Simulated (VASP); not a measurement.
# CoO (P1) in VASP: single point with PBE

Aim: the single point of CoO with PBE.

All numbers are computed with VASP 6.6.1; they aren't measurements. Logs are shortened: lines on timing, memory, paths and dates and some standing lists are left out, and cuts for length are marked.

### Step 1. The cell of the first run

The typed cell holds 2 atoms: a = 3.164 Å, b = 3.164 Å, c = 3.164 Å, α = 60.85°, β = 60.85°, γ = 60.85°.

### Step 2. Single point, PBE, collinear spin, ferromagnetic start (atoms moved at random)

Contents of INCAR:

```
SYSTEM = CoO
PREC = Accurate
ENCUT = 520
EDIFF = 1E-7
ISMEAR = -1
SIGMA = 0.05
LREAL = .FALSE.
LASPH = .TRUE.
NELM = 150
ALGO = Normal
ISIF = 2
LWAVE = .FALSE.
LCHARG = .FALSE.
ISPIN = 2
MAGMOM = 2 0
LORBIT = 11
LMAXMIX = 4
GGA = PE
NBANDS = 18
```

Contents of KPOINTS:

```
Automatic mesh
0
G
  10 10 10
  0 0 0
```

Contents of POSCAR:

```
CoO
1.0
    1.6022198417      0.9250420569      2.5664708903
   -1.6022198417      0.9250420569      2.5664708903
    0.0000000000     -1.8500841138      2.5664708903
Co O
1 1
Direct
    1.0127190000      1.0022420000      0.9822360000
    0.7468560000      0.7664350000      0.7403880000
```

Potentials or basis: VASP PAW PBE potentials, release 64 (Co, O).

On the command line:

```bash
$ cat potpaw_PBE.64/Co/POTCAR potpaw_PBE.64/O/POTCAR > POTCAR
$ mpirun -np 1 vasp_std > vasp.out
```

OUTCAR:

```text
SYSTEM = CoO
   PREC = Accurate
   ENCUT = 520
   EDIFF = 1E-7
   ISMEAR = -1
   LREAL = .FALSE.
   LASPH = .TRUE.
   NELM = 150
   ISIF = 2
   ISPIN = 2
   LORBIT = 11
   GGA = PE

 ion  position               nearest neighbor table
   1  0.013  0.002  0.982-   2 1.91   2 1.92   2 1.98   2 2.00
   2  0.747  0.766  0.740-   1 1.91   1 1.92   1 1.98   1 2.00

  LATTYP: Found a trigonal (rhomboedric) cell.
 ALAT       =     3.1637926700
 COS(alpha) =     0.4870699110

  Lattice vectors:

 A1 = (   1.6022198417,   0.9250420569,   2.5664708903)
 A2 = (  -1.6022198417,   0.9250420569,   2.5664708903)
 A3 = (   0.0000000000,  -1.8500841138,   2.5664708903)

Analysis of symmetry for initial positions (statically):
=====================================================================
 Subroutine PRICEL returns:
 Original cell was already a primitive cell.

 Routine SETGRP: Setting up the symmetry group for a
 trigonal (rhombohedral) supercell.

 Subroutine GETGRP returns: Found  1 space group operations
 (whereof  1 operations were pure point group operations)
 out of a pool of 12 trial point group operations.

The static configuration has the point symmetry C_1 .

Analysis of symmetry for dynamics (positions and initial velocities):
=====================================================================
 Subroutine PRICEL returns:
 Original cell was already a primitive cell.

 Routine SETGRP: Setting up the symmetry group for a
 trigonal (rhombohedral) supercell.

 Subroutine GETGRP returns: Found  1 space group operations
 (whereof  1 operations were pure point group operations)
 out of a pool of 12 trial point group operations.

The dynamic configuration has the point symmetry C_1 .

Analysis of structural, dynamic, and magnetic symmetry:
=====================================================================
 Subroutine PRICEL returns:
 Original cell was already a primitive cell.

 Routine SETGRP: Setting up the symmetry group for a
 trigonal (rhombohedral) supercell.

 Subroutine GETGRP returns: Found  1 space group operations
 (whereof  1 operations were pure point group operations)
 out of a pool of 12 trial point group operations.

The overall configuration has the point symmetry C_1 .

 Subroutine INISYM returns: Found  1 space group operations
 (whereof  1 operations are pure point group operations),
 and found     1 'primitive' translations

----------------------------------------------------------------------------------------

                                     Primitive cell

  volume of cell :      22.8229

  direct lattice vectors                    reciprocal lattice vectors
     1.602219842  0.925042057  2.566470890     0.312067038  0.180171988  0.129880037
    -1.602219842  0.925042057  2.566470890    -0.312067038  0.180171988  0.129880037
     0.000000000 -1.850084114  2.566470890     0.000000000 -0.360343977  0.129880037

  length of vectors
     3.163792670  3.163792670  3.163792670     0.383036037  0.383036037  0.383036037

  position of ions in fractional coordinates (direct lattice)
     0.012719000  0.002242000  0.982236000
     0.746856000  0.766435000  0.740388000

  ion indices of the primitive-cell ions
   primitive index   ion index
                 1           1
                 2           2

----------------------------------------------------------------------------------------

 KPOINTS: Automatic mesh

Automatic generation of k-mesh.
 Grid dimensions read from file:
 generate k-points for:   10   10   10

 Generating k-lattice:

  Cartesian coordinates                     Fractional coordinates (reciprocal lattice)
     0.031206704  0.018017199  0.012988004     0.100000000  0.000000000  0.000000000
    -0.031206704  0.018017199  0.012988004     0.000000000  0.100000000  0.000000000
     0.000000000 -0.036034398  0.012988004     0.000000000  0.000000000  0.100000000

  Length of vectors
     0.038303604  0.038303604  0.038303604

  Shift w.r.t. Gamma in fractional coordinates (k-lattice)
     0.000000000  0.000000000  0.000000000

 Subroutine IBZKPT returns following result:
 ===========================================

 Found    504 irreducible k-points:

 Following reciprocal coordinates:
            Coordinates               Weight
  0.000000  0.000000  0.000000      1.000000
  0.100000  0.000000 -0.000000      2.000000
  0.000000  0.100000 -0.000000      2.000000
  0.000000  0.000000  0.100000      2.000000
  0.200000  0.000000 -0.000000      2.000000
  0.000000  0.200000 -0.000000      2.000000
[... 16 lines left out ...]
 -0.100000 -0.200000  0.000000      2.000000
  0.100000 -0.000000  0.200000      2.000000
 [... further k-points ...]
   k-points           NKPTS =    504   k-points in BZ     NKDIM =    504   number of bands    NBANDS=     18
   number of dos      NEDOS =    301   number of ions     NIONS =      2
   total plane-waves  NPLWV =  13824
   dimension x,y,z NGX =    24 NGY =   24 NGZ =   24
   dimension x,y,z NGXF=    48 NGYF=   48 NGZF=   48
   ions per type =               1   1
   NGX,Y,Z   is equivalent  to a cutoff of  12.61, 12.61, 12.61 a.u.
   NGXF,Y,Z  is equivalent  to a cutoff of  25.22, 25.22, 25.22 a.u.
 SYSTEM =  CoO
   PREC   = accura    normal or accurate (medium, high low for compatibility)
   ISTART =      0    job   : 0-new  1-cont  2-samecut
   ICHARG =      2    charge: 1-file 2-atom 10-const
   ISPIN  =      2    spin polarized calculation?
   LNONCOLLINEAR =      F non collinear calculations
   LSORBIT =      F    spin-orbit coupling
   LASPH  =      T    aspherical Exc in radial PAW
   ENCUT  =  520.0 eV  38.22 Ry    6.18 a.u.   5.88  5.88  5.88*2*pi/ulx,y,z
   NELM   =    150;   NELMIN=  2; NELMDL= -5     # of ELM steps
   EDIFF  = 0.1E-06   stopping-criterion for ELM
   LREAL  =      F    real-space projection
   EDIFFG = 0.1E-05   stopping-criterion for IOM
   NSW    =      0    number of steps for IOM
   IBRION =     -1    ionic relax: 0-MD 1-quasi-New 2-CG
   NFREE  =      0    steps in history (QN), initial steepest desc. (CG)
   ISIF   =      2    stress and relaxation
   ISYM   =      2    0-nonsym 1-usesym 2-fastsym
   POTIM  = 0.5000    time-step for ionic-motion
   TEBEG  =    0.0;   TEEND  =   0.0 temperature during run
   PSTRESS=    0.0 pullay stress
   NELECT =      15.0000    total number of electrons
   NUPDOWN=      -1.0000    fix difference up-down
   EMIN   =  10.00;   EMAX   =-10.00  energy-range for DOS
   EFERMI =   0.00;   METHOD = LEGACY
   ISMEAR =    -1;   SIGMA  =   0.05  broadening in eV -4-tet -1-fermi 0-gaus
   EFERMI_NEDOS =   21; number of points for ismear=-14 and -15
   IALGO  =     38    algorithm
   IMIX   =      4    mixing-type and parameters
     AMIX     =   0.40;   BMIX     =  1.00
     AMIX_MAG =   1.60;   BMIX_MAG =  1.00
  volume/ion in A,a.u.               =      11.41        77.01
  Fermi-wavevector in a.u.,A,eV,Ry     =   1.423360  2.689761 27.564786  2.025955
  Thomas-Fermi vector in A             =   2.543966
   LORBIT       =     11    0 simple, 1 ext, 2 COOP (PROOUT), +10 PAW based schemes
   GGA     = PE    functional components
   LHFCALC =     F    Hartree Fock is set to
   AEXX    =    0.0000 exact exchange contribution
   IVDW    =     0    specifies the selected vdW correction
   LEPSILON=     F    determine dielectric tensor
   LRPA    =     F    only Hartree local field effects (RPA)
 spin polarized calculation
  energy-cutoff  :      520.00
  volume of cell :       22.82
 maximum number of plane-waves:       628
   NGX = 11   NGY = 11   NGZ = 11

 number of electron      15.0000000 magnetization       2.7384732

 Free energy of the ion-electron system (eV)
  ---------------------------------------------------
  ext. energy  EPLUGINS =         0.00000000
  ---------------------------------------------------
  free energy    TOTEN  =       -13.36310187 eV

  energy without entropy =      -13.34719601  energy(sigma->0) =      -13.35514894

 E-fermi :   6.0061     XC(G=0): -11.2229

 val. band max:        6.0061150161   @ k =   0.4000   0.1000  -0.3000
 cond. band min:       6.0071424044   @ k =   0.2000   0.1000  -0.1000
 fundamental gap:      0.0010273882
 Fermi energy:         6.0061456780

 spin component 1

 k-point     1 :       0.0000    0.0000    0.0000
  band No.  band energies     occupation
      1     -14.0091      1.00000
      2      -0.2645      1.00000
      3      -0.1308      1.00000
      4      -0.0055      1.00000
      5       3.8044      1.00000
      6       3.8309      1.00000
[... 10 lines left out ...]
     17      26.6420      0.00000
     18      28.8111      0.00000

 k-point     2 :       0.1000    0.0000   -0.0000
  band No.  band energies     occupation
      1     -13.9512      1.00000
      2      -0.3912      1.00000
      3      -0.0873      1.00000
      4       0.0341      1.00000
      5       3.7755      1.00000
      6       3.8042      1.00000
[... 10 lines left out ...]
     17      28.5352      0.00000
     18      29.8922      0.00000

 k-point     3 :       0.0000    0.1000   -0.0000
  band No.  band energies     occupation
      1     -13.9528      1.00000
      2      -0.2437      1.00000
      3      -0.1781      1.00000
      4      -0.0624      1.00000
      5       3.7867      1.00000
      6       3.8122      1.00000
[... 412 lines left out ...]
 k-point    23 :      -0.1000   -0.2000    0.0000
  band No.  band energies     occupation
      1     -13.8136      1.00000
      2      -0.5099      1.00000
      3      -0.0884      1.00000
      4       0.0043      1.00000
      5       3.6264      1.00000
      6       3.8803      1.00000
[... 10 lines left out ...]
     17      30.1832      0.00000
     18      30.5800      0.00000

 k-point    24 :       0.1000   -0.0000    0.2000
  band No.  band energies     occupation
      1     -13.8130      1.00000
      2      -0.5256      1.00000
      3      -0.1025      1.00000
      4       0.0482      1.00000
      5       3.6227      1.00000
      6       3.8777      1.00000
[... 10 lines left out ...]
     17      30.1871      0.00000
     18      30.5865      0.00000

 [... further k-points ...]

 spin component 2

 k-point     1 :       0.0000    0.0000    0.0000
  band No.  band energies     occupation
      1     -13.4952      1.00000
      2       0.9004      1.00000
      3       1.0616      1.00000
      4       1.2215      1.00000
      5       5.4801      0.99997
      6       5.4832      0.99997
[... 10 lines left out ...]
     17      27.1355      0.00000
     18      29.2207      0.00000

 k-point     2 :       0.1000    0.0000   -0.0000
  band No.  band energies     occupation
      1     -13.4347      1.00000
      2       0.6947      1.00000
      3       1.0879      1.00000
      4       1.2463      1.00000
      5       5.4656      0.99998
      6       5.4668      0.99998
[... 10 lines left out ...]
     17      28.9307      0.00000
     18      30.3601      0.00000

 k-point     3 :       0.0000    0.1000   -0.0000
  band No.  band energies     occupation
      1     -13.4363      1.00000
      2       0.8960      1.00000
      3       0.9604      1.00000
      4       1.1257      1.00000
      5       5.4687      0.99998
      6       5.4762      0.99998
[... 412 lines left out ...]
 k-point    23 :      -0.1000   -0.2000    0.0000
  band No.  band energies     occupation
      1     -13.2902      1.00000
      2       0.4644      1.00000
      3       1.0263      1.00000
      4       1.1418      1.00000
      5       5.3497      1.00000
      6       5.5609      0.99986
[... 10 lines left out ...]
     17      30.5623      0.00000
     18      31.0582      0.00000

 k-point    24 :       0.1000   -0.0000    0.2000
  band No.  band energies     occupation
      1     -13.2897      1.00000
      2       0.4432      1.00000
      3       1.0118      1.00000
      4       1.1930      1.00000
      5       5.3471      1.00000
      6       5.5589      0.99987
[... 10 lines left out ...]
     17      30.5667      0.00000
     18      31.0681      0.00000

 [... further k-points ...]

------------------------ aborting loop because EDIFF is reached ----------------------------------------

  FORCE on cell =-STRESS in cart. coord.  units (eV):
  Direction    XX          YY          ZZ          XY          YZ          ZX
  --------------------------------------------------------------------------------------
  -------------------------------------------------------------------------------------
  Total       -0.1669103     -0.3692027      0.4599388      0.2482115      0.0833279      0.2009959
  in kB      -11.7171618    -25.9181674     32.2878754     17.4245426      5.8496506     14.1099834
  external PRESSURE =      -1.7824846 kB  Pullay stress =       0.0000000 kB

 VOLUME and BASIS-vectors are now :
 -----------------------------------------------------------------------------
  energy-cutoff  :      520.00
  volume of cell :       22.82
      direct lattice vectors                 reciprocal lattice vectors
     1.602219842  0.925042057  2.566470890     0.312067038  0.180171988  0.129880037
    -1.602219842  0.925042057  2.566470890    -0.312067038  0.180171988  0.129880037
     0.000000000 -1.850084114  2.566470890     0.000000000 -0.360343977  0.129880037

 POSITION                                       TOTAL-FORCE (eV/Angst)
 -----------------------------------------------------------------------------------
      0.01679     -1.80338      2.55928        -0.222858     -0.096803      0.242060
     -0.03137      0.03008      5.78400         0.222858      0.096803     -0.242060
 -----------------------------------------------------------------------------------
    total drift:                                0.000225      0.000429      0.000027

  FREE ENERGIE OF THE ION-ELECTRON SYSTEM (eV)
  ---------------------------------------------------
  free  energy   TOTEN  =       -13.3631018733 eV

  energy  without entropy=      -13.3471960074  energy(sigma->0) =      -13.35514894

 total charge

# of ion       s       p       d       tot
------------------------------------------
    1        0.347   0.452   7.209   8.008
    2        1.553   3.439   0.000   4.991
--------------------------------------------------
tot          1.900   3.890   7.209  12.999

 magnetization (x)

# of ion       s       p       d       tot
------------------------------------------
    1        0.019   0.049   2.293   2.361
    2        0.021   0.271   0.000   0.291
--------------------------------------------------
tot          0.040   0.320   2.293   2.653
```

It took 9.9 min on 1 thread of Oxide Virtual Turin-like, shared host; peak memory 0.37 GiB.

What came out:

```yaml
Free_energy: -13.3631 eV
Pressure: -0.2 GPa
Largest_force: 0.343 eV/Å
Net_moment: 2.74 μB per cell
Site_moments: Co +2.36; O +0.29 μB
Valence_electrons_inside_the_program's_atomic_spheres: Co 8.01; O 4.99
```

Forces on the atoms (eV/Å):
```
Co  -0.223 -0.097  0.242
O    0.223  0.097 -0.242
```

Stress tensor (GPa, compression positive):
```
-1.17  1.74  1.41
 1.74 -2.59  0.58
 1.41  0.58  3.23
```

Levels at points of the mesh, in eV from the Fermi level:
Spin up:
| k point | band 5 | band 6 | band 7 | band 8 | band 9 | band 10 | band 11 | band 12 | band 13 | band 14 |
| --- | --- | --- | --- | --- | --- | --- | --- | --- | --- | --- |
| (0.00, 0.00, 0.00) | -2.20 | -2.18 | 0.07 | 0.20 | 0.44 | 0.47 | 14.06 | 14.08 | 14.65 | 20.12 |
| (0.50, 0.00, 0.00) | -2.57 | -2.17 | -2.16 | -0.63 | -0.60 | 5.78 | 7.07 | 13.57 | 14.07 | 17.41 |
| (0.00, 0.50, 0.00) | -2.41 | -2.14 | -2.08 | -0.42 | -0.33 | 5.77 | 6.90 | 13.53 | 13.92 | 17.65 |
| (0.00, 0.00, 0.50) | -2.44 | -2.15 | -2.08 | -0.47 | -0.37 | 5.77 | 6.93 | 13.51 | 13.98 | 17.59 |
| (0.50, 0.50, 0.00) | -3.14 | -1.90 | -1.77 | -1.68 | -1.49 | 5.23 | 9.97 | 11.14 | 14.24 | 14.49 |
| (0.50, 0.00, 0.50) | -3.14 | -1.91 | -1.75 | -1.70 | -1.49 | 5.23 | 9.97 | 11.14 | 14.24 | 14.49 |
| (0.00, 0.50, 0.50) | -3.14 | -1.92 | -1.88 | -1.55 | -1.48 | 5.24 | 9.98 | 11.17 | 14.14 | 14.54 |
| (0.50, 0.50, 0.50) | -2.54 | -2.18 | -2.14 | -0.67 | -0.56 | 5.74 | 7.28 | 13.30 | 13.70 | 17.26 |
Spin down:
| k point | band 3 | band 4 | band 5 | band 6 | band 7 | band 8 | band 9 | band 10 |
| --- | --- | --- | --- | --- | --- | --- | --- | --- |
| (0.00, 0.00, 0.00) | -4.94 | -4.78 | -0.53 | -0.52 | 0.68 | 2.55 | 2.67 | 2.74 |
| (0.50, 0.00, 0.00) | -4.63 | -4.59 | -0.33 | -0.25 | 0.12 | 1.62 | 1.64 | 6.23 |
| (0.00, 0.50, 0.00) | -4.87 | -4.80 | -0.35 | -0.25 | 0.41 | 1.85 | 1.92 | 6.26 |
| (0.00, 0.00, 0.50) | -4.84 | -4.75 | -0.36 | -0.24 | 0.36 | 1.79 | 1.88 | 6.25 |
| (0.50, 0.50, 0.00) | -4.49 | -4.44 | -0.77 | -0.15 | 0.03 | 0.95 | 0.99 | 6.23 |
| (0.50, 0.00, 0.50) | -4.52 | -4.40 | -0.77 | -0.15 | 0.03 | 0.96 | 0.98 | 6.23 |
| (0.00, 0.50, 0.50) | -4.61 | -4.33 | -0.80 | -0.15 | 0.06 | 0.91 | 1.06 | 6.23 |
| (0.50, 0.50, 0.50) | -4.71 | -4.65 | -0.35 | -0.19 | 0.14 | 1.59 | 1.70 | 6.19 |

Caveat: the cell differs from its parent crystal (atoms moved at random); the stress differs along the axes, from -3 to 3 GPa; a cell with one magnetic atom can't hold antiferromagnetic order, which such compounds often take; semilocal functionals often make such compounds metallic where correlation or magnetic order opens a gap, which also shifts bond lengths.
